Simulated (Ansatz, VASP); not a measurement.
# GaN in VASP and in Ansatz

```
Ga N
1.0
     3.18310    0.00000    0.00000
    -1.59155    2.75665    0.00000
     0.00000    0.00000    5.18360
Ga N
2 2
Direct
  0.33333 0.66667 0.99911
  0.66667 0.33333 0.49911
  0.33333 0.66667 0.37589
  0.66667 0.33333 0.87589
```

Alike in both runs: functional r2SCAN; k mesh 16 × 16 × 8; occupations fermi-dirac, width 0.1 eV; no spin polarisation.

Ansatz relaxed the structure, and its values are those at the end. VASP's run is a single point on that final structure, the one shown.

```csv
,VASP,Ansatz
version,VASP 6.6.1,Ansatz 0.2.0
potentials or method,"VASP PAW PBE potentials, release 64 (Ga_d, N)","PAW with Ansatz's default frozen-core files, scalar-relativistic"
plane-wave cutoff (eV),520,500
valence electrons in the cell,36,36
```

```tsv
	VASP	Ansatz	Ansatz less VASP
pressure (GPa)	1.1	0.0	-1.09
rms of the force components (eV/Å)	0.003	0.000	-0.0030
```

VASP's potentials were made for PBE, not for r2SCAN. The functional is the same, so the differences come from potentials, cutoffs and numerics.
